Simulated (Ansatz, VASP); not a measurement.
## SnO2: VASP beside Ansatz

Contents of POSCAR:

```
SnO2
1.0
    4.9733645907      0.0000000000      0.0000000000
    0.0000000000      4.9733645907      0.0000000000
    0.0000000000      0.0000000000      3.1182161303
Sn O
2 4
Direct
    0.5000000000      0.5000000000      0.5000000000
    0.0000000000      0.0000000000      0.0000000000
    0.1924142117      0.8075857883      0.5000000000
    0.8075857883      0.1924142117      0.5000000000
    0.3075857883      0.3075857883      0.0000000000
    0.6924142117      0.6924142117      0.0000000000
```

INCAR.step1

```
SYSTEM = SnO2
ALGO     = Normal         ! electronic algorithm
EDIFF    = 1E-4           ! SCF threshold, eV
ENCUT    = 520            ! plane-wave cutoff, eV
GGA      = PE             ! functional
ISMEAR   = 0              ! smearing method
LASPH    = .TRUE.         ! aspherical terms in the spheres
LCHARG   = .FALSE.        ! write CHGCAR
LREAL    = .FALSE.        ! projectors in reciprocal space
LWAVE    = .TRUE.         ! write WAVECAR
NBANDS   = 35             ! bands
NELM     = 80             ! most SCF steps
PREC     = Accurate       ! precision mode
SIGMA    = 0.02           ! smearing width, eV
```

Contents of INCAR.step2:

```
SYSTEM = SnO2
ALGO     = Normal         ! electronic algorithm
EDIFF    = 1E-6           ! SCF threshold, eV
ENCUT    = 520            ! plane-wave cutoff, eV
ISIF     = 2              ! what is computed and relaxed
ISMEAR   = 0              ! smearing method
ISTART   = 1            
LASPH    = .TRUE.         ! aspherical terms in the spheres
LCHARG   = .TRUE.         ! write CHGCAR
LELF     = .TRUE.         ! ELF
LMIXTAU  = .TRUE.       
LREAL    = .FALSE.        ! projectors in reciprocal space
LVHAR    = .TRUE.       
LWAVE    = .FALSE.        ! write WAVECAR
METAGGA  = R2SCAN         ! meta-GGA
NBANDS   = 35             ! bands
NELM     = 80             ! most SCF steps
PREC     = Accurate       ! precision mode
SIGMA    = 0.02           ! smearing width, eV
```

KPOINTS

```
k-points
0
G
  6 6 8
  0 0 0
```

Input for Ansatz:

```yaml
crystal:
  lattice:
    - [4.9733645907, 0.0, 0.0]
    - [0.0, 4.9733645907, 0.0]
    - [0.0, 0.0, 3.1182161303]
  atoms:
    - { symbol: Sn, position: [0.5, 0.5, 0.5] }
    - { symbol: Sn, position: [0.0, 0.0, 0.0] }
    - { symbol: O, position: [0.1924142117, 0.8075857883, 0.5] }
    - { symbol: O, position: [0.8075857883, 0.1924142117, 0.5] }
    - { symbol: O, position: [0.3075857883, 0.3075857883, 0.0] }
    - { symbol: O, position: [0.6924142117, 0.6924142117, 0.0] }
basis:
  ecutwfc: 500
kpoints:
  mp_grid: { grid: [6, 6, 8] }
  band_path: { path: [VBM, CBM], npoints: 2 }
hamiltonian:
  xc: r2scan
scf:
  occupations: { method: gaussian, width: 0.02 }
output:
  forces: true
  stress: true
  eigenvalues: true
checkpoint:
  read: start.run
  write: ck
  compress: false
  write_wavefunctions: false
  write_every: 100000
```

Alike in both runs: task single point; functional r2SCAN; k mesh 6 × 6 × 8; occupations gaussian, width 0.02 eV; no spin polarisation.

|  | VASP | Ansatz |
| --- | --- | --- |
| version | VASP 6.6.1 | Ansatz 0.2.0 |
| potentials or method | VASP PAW PBE potentials, release 64 (Sn_d, O), cutoff 520 eV | scalar-relativistic, plane waves, PAW |
| valence electrons in the cell | 52 | 52 |

|  | VASP | Ansatz | Ansatz less VASP |
| --- | --- | --- | --- |
| gap on the k mesh at the Fermi level (eV) | 1.41 | 1.39 | -0.012 |
| least direct gap on the mesh (eV) | 1.41 | 1.39 | -0.012 |
| pressure (GPa) | -7.0 | -7.9 | -0.91 |
| traceless stress, the component that is largest in VASP (GPa) | 8.45 | 7.89 | -0.556 |
| rms of the force components (eV/Å) | 0.029 | 0.000 | -0.0294 |

VASP's potentials were made for PBE, not for r2SCAN. Atom by atom the forces differ by 0.030 eV/Å (rms over components). The functional is the same, so the differences come from potentials, cutoffs and numerics.
